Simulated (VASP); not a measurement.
## Se: single point with r2SCAN

Crystal: Se.

```
Se
1.0
    -1.66942    1.66942    1.66942
     1.66942   -1.66942    1.66942
     1.66942    1.66942   -1.66942
Se
1
Direct
  0.00000 0.00000 0.00000
```

This isn't the form of Se at room conditions, which is trigonal, of chains.

```
Program             : VASP 6.6.1
Task                : single point
Functional          : r2SCAN
Potentials or basis : VASP PAW PBE potentials, release 64 (Se)
Cutoff              : 520 eV
k mesh              : 18 × 18 × 18
Occupations         : gaussian, width 0.05 eV
Spin                : no spin polarisation
```

```
Pressure               : 7.7 GPa
Band gap on the k mesh : zero (bands 3 and 4 overlap by 7.39 eV)
```

Levels at points of the mesh, in eV from the Fermi level:
| k point | band 1 | band 2 | band 3 | band 4 | band 5 | band 6 | band 7 | band 8 |
| --- | --- | --- | --- | --- | --- | --- | --- | --- |
| (0.00, 0.00, 0.00) | -17.70 | 3.53 | 3.53 | 3.53 | 13.08 | 13.08 | 13.08 | 13.75 |
| (0.50, 0.00, 0.00) | -13.53 | -7.69 | -0.04 | 2.52 | 7.70 | 8.67 | 19.24 | 19.53 |
| (0.50, 0.50, 0.50) | -10.47 | -3.86 | -3.86 | -3.86 | 4.24 | 4.24 | 24.61 | 24.61 |

Wall time 63 s on 1 thread of AMD EPYC 9R45 (Zen 5), with other jobs on the host, peak memory 0.13 GiB.

Caveat: the cell stands under pressure; the PAW data sets were made with another functional, which shifts forces and pressure a little.
